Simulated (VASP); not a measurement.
## BN: single point with PBE

Crystal: BN.

```
CELL_PARAMETERS angstrom
0.06180 1.80763 1.80763
1.80763 0.06180 1.80763
1.80763 1.80763 0.06180
ATOMIC_POSITIONS crystal
B 0.00000 0.00000 0.00000
N 0.50000 0.50000 0.50000
```

This cell differs from its parent crystal: strain along [111] +5.3%.

```json
{"Program": "VASP 6.6.1", "Task": "single point", "Functional": "PBE", "Potentials or basis": "VASP PAW PBE potentials, release 64 (B, N)", "Cutoff": "520 eV", "k mesh": "12 × 12 × 12", "Occupations": "fermi-dirac, width 0.02 eV", "Spin": "no spin polarisation"}
```

The pressure is -14.1 GPa and the band gap on the k mesh is 0.47 eV, indirect (least direct gap 4.91 eV).

Stress tensor (GPa, compression positive):
```
-14.05 -20.55 -20.55
-20.55 -14.05 -20.55
-20.55 -20.55 -14.05
```

Levels at points of the mesh, in eV from the valence-band top:
```
           k point  band 2  band 3  band 4  band 5  band 6  band 7
(0.00, 0.00, 0.00)   -2.01   -0.77   -0.77    7.61   11.13   11.13
(0.50, 0.00, 0.00)  -12.27   -1.32   -0.81    4.10    4.79    6.31
(0.50, 0.50, 0.00)  -11.64   -6.16   -5.19    0.47    8.65   13.44
(0.50, 0.50, 0.50)  -12.91   -0.46   -0.46    5.38    5.38    7.40
```

Wall time 14 s on 1 thread of Intel(R) Xeon(R) Platinum 8375C CPU @ 2.90GHz (Ice Lake), with other jobs on the host, peak memory 0.13 GiB.

Caveat: the cell differs from its parent crystal (strain along [111] +5.3%). A k mesh can miss the band edges.
